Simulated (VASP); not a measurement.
# AlGa3N4 (sol) (Cm) in VASP: a series of runs

Runs on AlGa3N4 (sol). Level: PBEsol. Tasks: single point, relaxation of cell and atoms.

Program: VASP 6.6.1. These are calculated values, not measurements. Logs are shortened: lines on timing, memory, paths and dates and some standing lists are left out, and cuts for length are marked.

**1. The cell of the first run**

The structure is monoclinic, space group Cm (No. 8). Conventional cell: a = 10.479 Å, b = 3.161 Å, c = 5.470 Å, α = 90.00°, β = 100.08°, γ = 90.00°. Within 2.5 Å of Al (site symmetry m) lie 4 N at 1.89 to 1.90 Å. Ga (site symmetry m) has 4 N at 1.94 to 1.95 Å within 2.6 Å. Ga (site symmetry m) has 4 N at 1.95 to 1.96 Å within 2.6 Å. Ga (site symmetry m) has 4 N at 1.94 to 1.95 Å within 2.6 Å. Within 2.5 Å of N (site symmetry m) lie 1 Al at 1.90 Å and 3 Ga at 1.95 Å. N (site symmetry m) has 1 Al at 1.89 Å and 3 Ga at 1.94 Å within 2.5 Å. N (site symmetry m) has 2 Al at 1.90 Å and 2 Ga at 1.95 to 1.96 Å within 2.5 Å. Within 2.6 Å of N (site symmetry m) lie 4 Ga at 1.94 to 1.95 Å.

**2. Single point, PBEsol**

Input file INCAR:

```
SYSTEM = AlGa3N4
PREC     = Accurate       ! precision mode
ENCUT    = 520            ! plane-wave cutoff, eV
EDIFF    = 1E-6           ! SCF threshold, eV
ISMEAR   = 0              ! smearing method
SIGMA    = 0.02           ! smearing width, eV
LREAL    = .FALSE.        ! projectors in reciprocal space
LASPH    = .TRUE.         ! aspherical terms in the spheres
NELM     = 100            ! most SCF steps
ALGO     = Normal         ! electronic algorithm
ISIF     = 2              ! what is computed and relaxed
LWAVE    = .FALSE.        ! write WAVECAR
LCHARG   = .FALSE.        ! write CHGCAR
GGA      = PS             ! functional
NBANDS   = 41             ! bands
```

Input file KPOINTS:

```
regular mesh
0
G
  10 10 6
  0 0 0
```

Input file POSCAR:

```
AlGa3N4
1.0
    0.0000000000     -2.2349324994     -2.2349324994
    2.2322605078      4.4692798530     -2.2343473536
    4.4643892764     -2.2344984124      2.2344984124
Al Ga N
1 3 4
Direct
    0.7502428924      0.5004857848      0.2506341775
    0.4988730840     -0.0022538319      0.4977393580
    0.2501998768      0.5003997537      0.7498315421
    0.0007783275      0.0015566551      0.0019805311
    0.8118211460      0.6236422920      0.9444706200
    0.5671229192      0.1342458384      0.1891584235
    0.3094394873      0.6188789746      0.4292465804
    0.0615222666      0.1230445333      0.6869387674
```

Potentials or basis: VASP PAW PBE potentials, release 64 (Al, Ga_d, N).

The run is started by

```bash
$ cat potpaw_PBE.64/Al/POTCAR potpaw_PBE.64/Ga_d/POTCAR potpaw_PBE.64/N/POTCAR > POTCAR
$ mpirun -np 1 vasp_std > vasp.out
```

OUTCAR:

```text
SYSTEM = AlGa3N4
   PREC = Accurate
   ENCUT = 520
   EDIFF = 1E-6
   ISMEAR = 0
   LREAL = .FALSE.
   LASPH = .TRUE.
   NELM = 100
   ISIF = 2
   GGA = PS

 ion  position               nearest neighbor table
   1  0.750  0.500  0.251-   6 1.89   5 1.90   7 1.90   7 1.90
   2  0.499  0.998  0.498-   8 1.94   8 1.94   6 1.94   7 1.95
   3  0.250  0.500  0.750-   8 1.95   5 1.95   5 1.95   7 1.96
   4  0.001  0.002  0.002-   8 1.94   6 1.94   6 1.94   5 1.95
   5  0.812  0.624  0.944-   1 1.90   4 1.95   3 1.95   3 1.95
   6  0.567  0.134  0.189-   1 1.89   4 1.94   4 1.94   2 1.94
   7  0.309  0.619  0.429-   1 1.90   1 1.90   2 1.95   3 1.96
   8  0.062  0.123  0.687-   4 1.94   2 1.94   2 1.94   3 1.95

  LATTYP: Found a base centered monoclinic cell.
 ALAT       =    10.4789877063
 B/A-ratio  =     0.3016199599
 C/A-ratio  =     0.5219606792
 COS(beta)  =    -0.1749444426

  Lattice vectors:

 A1 = (   2.2322605078,   2.2343473536,  -4.4692798530)
 A2 = (   2.2322605078,   4.4692798530,  -2.2343473536)
 A3 = (   4.4643892764,  -2.2344984124,   2.2344984124)

Analysis of symmetry for initial positions (statically):
=====================================================================
 Subroutine PRICEL returns:
 Original cell was already a primitive cell.

 Routine SETGRP: Setting up the symmetry group for a
 base centered monoclinic supercell.

 Subroutine GETGRP returns: Found  2 space group operations
 (whereof  2 operations were pure point group operations)
 out of a pool of  4 trial point group operations.

The static configuration has the point symmetry C_1h.

Analysis of symmetry for dynamics (positions and initial velocities):
=====================================================================
 Subroutine PRICEL returns:
 Original cell was already a primitive cell.

 Routine SETGRP: Setting up the symmetry group for a
 base centered monoclinic supercell.

 Subroutine GETGRP returns: Found  2 space group operations
 (whereof  2 operations were pure point group operations)
 out of a pool of  4 trial point group operations.

The dynamic configuration has the point symmetry C_1h.

 Subroutine INISYM returns: Found  2 space group operations
 (whereof  2 operations are pure point group operations),
 and found     1 'primitive' translations

----------------------------------------------------------------------------------------

                                     Primitive cell

  volume of cell :      89.1818

  direct lattice vectors                    reciprocal lattice vectors
     0.000000000 -2.234932499 -2.234932499     0.055997461 -0.167780676 -0.279660131
     2.232260508  4.469279853 -2.234347354     0.111994922  0.111879455 -0.111879455
     4.464389276 -2.234498412  2.234498412     0.167995690 -0.055941378  0.055941378

  length of vectors
     3.160671852  5.472637159  5.469619541     0.330901586  0.193847588  0.185691754

  position of ions in fractional coordinates (direct lattice)
     0.750242892  0.500485785  0.250634177
     0.498873084  0.997746168  0.497739358
     0.250199877  0.500399754  0.749831542
     0.000778328  0.001556655  0.001980531
     0.811821146  0.623642292  0.944470620
     0.567122919  0.134245838  0.189158423
     0.309439487  0.618878975  0.429246580
     0.061522267  0.123044533  0.686938767

  ion indices of the primitive-cell ions
   primitive index   ion index
                 1           1
                 2           2
                 3           3
                 4           4
                 5           5
                 6           6
                 7           7
                 8           8

----------------------------------------------------------------------------------------

 KPOINTS: regular mesh

Automatic generation of k-mesh.
 Grid dimensions read from file:
 generate k-points for:   10   10    6

 Generating k-lattice:

  Cartesian coordinates                     Fractional coordinates (reciprocal lattice)
     0.005599746 -0.016778068 -0.027966013     0.100000000  0.000000000  0.000000000
     0.011199492  0.011187945 -0.011187945     0.000000000  0.100000000  0.000000000
     0.027999282 -0.009323563  0.009323563     0.000000000 -0.000000000  0.166666667

  Length of vectors
     0.033090159  0.019384759  0.030948626

  Shift w.r.t. Gamma in fractional coordinates (k-lattice)
     0.000000000  0.000000000  0.000000000

 Subroutine IBZKPT returns following result:
 ===========================================

 Found    172 irreducible k-points:

 Following reciprocal coordinates:
            Coordinates               Weight
  0.000000  0.000000  0.000000      1.000000
  0.100000 -0.000000  0.000000      4.000000
  0.200000 -0.000000  0.000000      4.000000
  0.300000  0.000000  0.000000      4.000000
  0.400000  0.000000  0.000000      4.000000
  0.500000  0.000000  0.000000      2.000000
[... 16 lines left out ...]
  0.000000  0.300000  0.000000      2.000000
  0.100000  0.300000  0.000000      4.000000
 [... further k-points ...]
   k-points           NKPTS =    172   k-points in BZ     NKDIM =    172   number of bands    NBANDS=     41
   number of dos      NEDOS =    301   number of ions     NIONS =      8
   total plane-waves  NPLWV =  42336
   dimension x,y,z NGX =    24 NGY =   42 NGZ =   42
   dimension x,y,z NGXF=    48 NGYF=   84 NGZF=   84
   ions per type =               1   3   4
   NGX,Y,Z   is equivalent  to a cutoff of  12.62, 12.76, 12.77 a.u.
   NGXF,Y,Z  is equivalent  to a cutoff of  25.25, 25.52, 25.53 a.u.
 SYSTEM =  AlGa3N4
   PREC   = accura    normal or accurate (medium, high low for compatibility)
   ISTART =      0    job   : 0-new  1-cont  2-samecut
   ICHARG =      2    charge: 1-file 2-atom 10-const
   ISPIN  =      1    spin polarized calculation?
   LNONCOLLINEAR =      F non collinear calculations
   LSORBIT =      F    spin-orbit coupling
   LASPH  =      T    aspherical Exc in radial PAW
   ENCUT  =  520.0 eV  38.22 Ry    6.18 a.u.   5.88 10.18 10.17*2*pi/ulx,y,z
   NELM   =    100;   NELMIN=  2; NELMDL= -5     # of ELM steps
   EDIFF  = 0.1E-05   stopping-criterion for ELM
   LREAL  =      F    real-space projection
   EDIFFG = 0.1E-04   stopping-criterion for IOM
   NSW    =      0    number of steps for IOM
   IBRION =     -1    ionic relax: 0-MD 1-quasi-New 2-CG
   NFREE  =      0    steps in history (QN), initial steepest desc. (CG)
   ISIF   =      2    stress and relaxation
   ISYM   =      2    0-nonsym 1-usesym 2-fastsym
   POTIM  = 0.5000    time-step for ionic-motion
   TEBEG  =    0.0;   TEEND  =   0.0 temperature during run
   PSTRESS=    0.0 pullay stress
   NELECT =      62.0000    total number of electrons
   NUPDOWN=      -1.0000    fix difference up-down
   EMIN   =  10.00;   EMAX   =-10.00  energy-range for DOS
   EFERMI =   0.00;   METHOD = LEGACY
   ISMEAR =     0;   SIGMA  =   0.02  broadening in eV -4-tet -1-fermi 0-gaus
   EFERMI_NEDOS =   21; number of points for ismear=-14 and -15
   IALGO  =     38    algorithm
   IMIX   =      4    mixing-type and parameters
     AMIX     =   0.40;   BMIX     =  1.00
     AMIX_MAG =   1.60;   BMIX_MAG =  1.00
  volume/ion in A,a.u.               =      11.15        75.23
  Fermi-wavevector in a.u.,A,eV,Ry     =   1.450263  2.740599 28.616617  2.103262
  Thomas-Fermi vector in A             =   2.567895
   LORBIT       =      0    0 simple, 1 ext, 2 COOP (PROOUT), +10 PAW based schemes
   GGA     = PS    functional components
   LHFCALC =     F    Hartree Fock is set to
   AEXX    =    0.0000 exact exchange contribution
   IVDW    =     0    specifies the selected vdW correction
   LEPSILON=     F    determine dielectric tensor
   LRPA    =     F    only Hartree local field effects (RPA)
 non-spin polarized calculation
 Gauss-broadening in eV      SIGMA  =   0.02
  energy-cutoff  :      520.00
  volume of cell :       89.18
 maximum number of plane-waves:      2426
   NGX = 11   NGY = 21   NGZ = 21

 number of electron      62.0000013 magnetization

 Free energy of the ion-electron system (eV)
  ---------------------------------------------------
  ext. energy  EPLUGINS =         0.00000000
  ---------------------------------------------------
  free energy    TOTEN  =       -54.96476171 eV

  energy without entropy =      -54.96476171  energy(sigma->0) =      -54.96476171

 E-fermi :   5.4994     XC(G=0): -11.7427

 val. band max:        5.3992538087   @ k =   0.0000   0.0000   0.0000
 cond. band min:       7.6150978202   @ k =   0.0000   0.0000   0.0000
 fundamental gap:      2.2158440115
 Fermi energy:         5.4994404245

 k-point     1 :       0.0000    0.0000    0.0000
  band No.  band energies     occupation
      1     -10.3786      2.00000
      2      -9.4109      2.00000
      3      -9.1725      2.00000
      4      -8.9812      2.00000
      5      -7.8340      2.00000
      6      -7.8298      2.00000
[... 33 lines left out ...]
     40      15.7399      0.00000
     41      16.0950      0.00000

 k-point     2 :       0.1000   -0.0000    0.0000
  band No.  band energies     occupation
      1     -10.2900      2.00000
      2      -9.3959      2.00000
      3      -9.1622      2.00000
      4      -8.9672      2.00000
      5      -7.8222      2.00000
      6      -7.8174      2.00000
[... 33 lines left out ...]
     40      15.5473      0.00000
     41      15.8586      0.00000

 k-point     3 :       0.2000   -0.0000    0.0000
  band No.  band energies     occupation
      1     -10.0496      2.00000
      2      -9.3584      2.00000
      3      -9.1381      2.00000
      4      -8.9334      2.00000
      5      -7.7966      2.00000
      6      -7.7769      2.00000
[... 33 lines left out ...]
     40      15.1976      0.00000
     41      15.5324      0.00000

 k-point     4 :       0.3000    0.0000    0.0000
  band No.  band energies     occupation
      1      -9.7405      2.00000
      2      -9.3147      2.00000
      3      -9.1164      2.00000
      4      -8.8927      2.00000
      5      -7.7683      2.00000
      6      -7.7593      2.00000
[... 825 lines left out ...]
     40      15.1445      0.00000
     41      15.5811      0.00000

 k-point    23 :       0.0000    0.3000    0.0000
  band No.  band energies     occupation
      1     -10.1244      2.00000
      2      -9.4920      2.00000
      3      -9.2681      2.00000
      4      -8.9701      2.00000
      5      -7.8198      2.00000
      6      -7.8079      2.00000
[... 33 lines left out ...]
     40      15.8735      0.00000
     41      15.8797      0.00000

 k-point    24 :       0.1000    0.3000    0.0000
  band No.  band energies     occupation
      1      -9.9792      2.00000
      2      -9.4972      2.00000
      3      -9.2684      2.00000
      4      -8.9599      2.00000
      5      -7.8079      2.00000
      6      -7.7934      2.00000
[... 33 lines left out ...]
     40      15.6825      0.00000
     41      16.0161      0.00000

 [... further k-points ...]
[... 5 lines left out ...]
  --------------------------------------------------------------------------------------
  -------------------------------------------------------------------------------------
  Total       -0.1000336     -0.0961697     -0.0961697      0.0012237     -0.0012919     -0.0012237
  in kB       -1.7971331     -1.7277182     -1.7277182      0.0219838     -0.0232095     -0.0219838
  external PRESSURE =      -1.7508565 kB  Pullay stress =       0.0000000 kB

 VOLUME and BASIS-vectors are now :
 -----------------------------------------------------------------------------
  energy-cutoff  :      520.00
  volume of cell :       89.18
      direct lattice vectors                 reciprocal lattice vectors
     0.000000000 -2.234932499 -2.234932499     0.055997461 -0.167780676 -0.279660131
     2.232260508  4.469279853 -2.234347354     0.111994922  0.111879455 -0.111879455
     4.464389276 -2.234498412  2.234498412     0.167995690 -0.055941378  0.055941378

 POSITION                                       TOTAL-FORCE (eV/Angst)
 -----------------------------------------------------------------------------------
      2.23614      0.00003     -2.23496         0.000185     -0.000043      0.000043
      4.44933      2.23206     -2.23206         0.003770      0.001512     -0.001512
      4.46456      0.00175     -0.00175         0.000168     -0.002738      0.002738
      0.01232      0.00079     -0.00079         0.000424      0.002630     -0.002630
      5.60862     -1.13755     -1.09738        -0.006065      0.007363     -0.007363
      1.14415     -1.09017     -1.14476        -0.008090     -0.008409      0.008409
      3.29782      1.11522     -1.11522         0.010900      0.000595     -0.000595
      3.34143     -1.12254      1.12254        -0.001292     -0.000909      0.000909
 -----------------------------------------------------------------------------------
    total drift:                               -0.000130      0.000003      0.000013

  FREE ENERGIE OF THE ION-ELECTRON SYSTEM (eV)
  ---------------------------------------------------
  free  energy   TOTEN  =       -54.9647617107 eV

  energy  without entropy=      -54.9647617107  energy(sigma->0) =      -54.96476171
```

It took 8 min on 1 thread of Intel Xeon Platinum 8375C at 2.90GHz (Ice Lake), shared host; peak memory 0.56 GiB.

What came out:

```
Free energy            : -54.9648 eV
Pressure               : -0.2 GPa
Largest force          : 0.014 eV/Å
Band gap on the k mesh : 2.22 eV, direct
```

Forces in eV/Å, atoms in the order of the input:
```
Al   0.000  0.000  0.000
Ga   0.004  0.002 -0.002
Ga   0.000 -0.003  0.003
Ga   0.000  0.003 -0.003
N   -0.006  0.007 -0.007
N   -0.008 -0.008  0.008
N    0.011  0.001 -0.001
N   -0.001 -0.001  0.001
```

Caveat: the PAW data sets were made with another functional, which shifts forces and pressure a little.

(Continued in part 2 of 2.)
